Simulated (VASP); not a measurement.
Write the native input for VASP 6.6.1 that does the following.

```yaml
Task: single point
Functional: PBE
Potentials_or_basis: VASP PAW PBE potentials, release 64 (Lu, N)
Cutoff: 520 eV
k_mesh: 6 × 6 × 4
Occupations: gaussian, width 0.1 eV
Spin: no spin polarisation
Dipole_correction: no
Further_INCAR_settings: ALGO = Normal; EDIFF = 1e-06; NBANDS = 50
```

The structure of Lu3N2 lies in POSCAR:

```
Lu3N2
1.0
    4.2627290400      0.0000000000      0.0000000000
   -2.1313645200      3.6916316400      0.0000000000
    0.0000000000      0.0000000000      5.2872511300
Lu N
3 2
Direct
    0.6666666700      0.3333333300      0.2422697800
    0.6666666700      0.3333333300      0.7577302200
    0.0000000000      0.0000000000      0.5000000000
    0.0000000000      0.0000000000      0.0000000000
    0.3333333300      0.6666666700      0.5000000000
```

The input as run:

INCAR

```
ALGO = Normal
EDIFF = 1E-6
ENCUT = 520
GGA = PE
ISIF = 2
ISMEAR = 0
LASPH = T
LCHARG = T
LELF = T
LREAL = F
LVHAR = T
LWAVE = F
NBANDS = 50
NELM = 60
PREC = Accurate
SIGMA = 0.1
```

KPOINTS

```
k-points
0
Gamma
  6 6 4
```

Potentials or basis: VASP PAW PBE potentials, release 64 (Lu, N).

Run with:

```console
$ cat potpaw_PBE.64/Lu/POTCAR potpaw_PBE.64/N/POTCAR > POTCAR
$ mpirun -np 1 vasp_std > vasp.out
```

It gave:

The pressure is 3.1 GPa. The largest force is 2.590 eV/Å.

Caveat: forces of over 1 eV/Å act on the atoms, so gaps and moduli don't describe the material at rest.

Wall time 100 s on 1 thread of Intel(R) Xeon(R) Platinum 8375C CPU @ 2.90GHz (Ice Lake), with other jobs on the host, peak memory 0.24 GiB.
